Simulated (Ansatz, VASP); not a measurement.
## Si7B in VASP and in Ansatz

```
Si B
1.0
     4.93056    0.00000    0.00000
     0.00000    4.93056    0.00000
     0.00000    0.00000    4.93056
Si B
7 1
Direct
  0.00000 0.50000 0.50000
  0.50000 0.00000 0.50000
  0.50000 0.50000 0.00000
  0.50000 0.00000 0.00000
  0.00000 0.50000 0.00000
  0.00000 0.00000 0.50000
  0.00000 0.00000 0.00000
  0.50000 0.50000 0.50000
```

Alike in both runs: functional PBE; k mesh 3 × 3 × 3; occupations gaussian, width 0.2 eV; no spin polarisation.

Ansatz relaxed the structure, and its values are those at the end. VASP's run is a single point on that final structure, the one shown.

|  | VASP | Ansatz |
| --- | --- | --- |
| version | VASP 6.6.1 | Ansatz 0.2.0 |
| potentials or method | VASP PAW PBE potentials, release 64 (Si, B), cutoff 500 eV | scalar-relativistic, plane waves, PAW |
| valence electrons in the cell | 31 | 31 |

|  | VASP | Ansatz | Ansatz less VASP |
| --- | --- | --- | --- |
| gap on the k mesh at the Fermi level (eV) | none | none | - |
| pressure (GPa) | -0.5 | -0.4 | +0.06 |

A gap of «none» marks a metal or a gap that the smearing closes. The functional is the same, so the differences come from potentials, cutoffs and numerics.

The k mesh is coarse, so the values compare programs but aren't converged.
